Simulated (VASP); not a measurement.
## SiC: single point with PBE

The system is SiC.

```
Si C
1.0
     3.07536    0.00000    0.00000
    -1.53768    2.66334    0.00000
     0.00000    0.00000    4.94715
Si C
2 2
Direct
  0.33333 0.66667 0.99849
  0.66667 0.33333 0.49849
  0.33333 0.66667 0.37651
  0.66667 0.33333 0.87651
```

This cell differs from its parent crystal: uniaxial z strain -2.0%.

| Property | Result |
| --- | --- |
| Program | VASP 6.6.1 |
| Task | single point |
| Functional | PBE |
| Potentials or basis | VASP PAW PBE potentials, release 64 (Si, C) |
| Cutoff | 520 eV |
| k mesh | 6 × 6 × 4 |
| Occupations | gaussian, width 0.01 eV |
| Spin | no spin polarisation |
| Dipole correction | no |
| Further INCAR settings | ALGO = Normal; EDIFF = 1e-07; NBANDS = 16 |

```yaml
Pressure: 8.2 GPa
Largest_force: 0.031 eV/Å
Band_gap_on_the_k_mesh: 2.31 eV, indirect (least direct gap 3.85 eV)
```

Forces in eV/Å, atoms in the order of the input:
```
Si   0.000  0.000 -0.031
Si   0.000  0.000 -0.031
C    0.000  0.000  0.031
C    0.000  0.000  0.031
```

Stress tensor (GPa, compression positive):
```
 4.84  0.00  0.00
 0.00  4.84  0.00
 0.00  0.00 14.86
```

Levels at points of the mesh, in eV from the valence-band top:
```tsv
k point	band 4	band 5	band 6	band 7	band 8	band 9	band 10	band 11	band 12	band 13
(0.00, 0.00, 0.00)	-1.50	-1.50	-0.08	-0.08	0.00	4.62	6.59	6.59	6.64	8.00
(0.50, 0.00, 0.00)	-6.27	-5.53	-3.51	-3.35	-1.23	2.62	4.37	6.99	7.14	10.47
(0.00, 0.00, 0.50)	-4.32	-0.85	-0.85	-0.85	-0.85	5.80	5.80	7.28	7.28	7.28
(0.50, 0.00, 0.50)	-8.40	-2.58	-2.58	-2.26	-2.26	3.35	3.35	5.38	5.38	10.56
```

Wall time 5.5 s on 1 thread of Intel(R) Xeon(R) 6975P-C (Granite Rapids), on a shared host, peak memory 0.15 GiB.

Caveat: the cell differs from its parent crystal (uniaxial z strain -2.0%). A k mesh can miss the band edges.
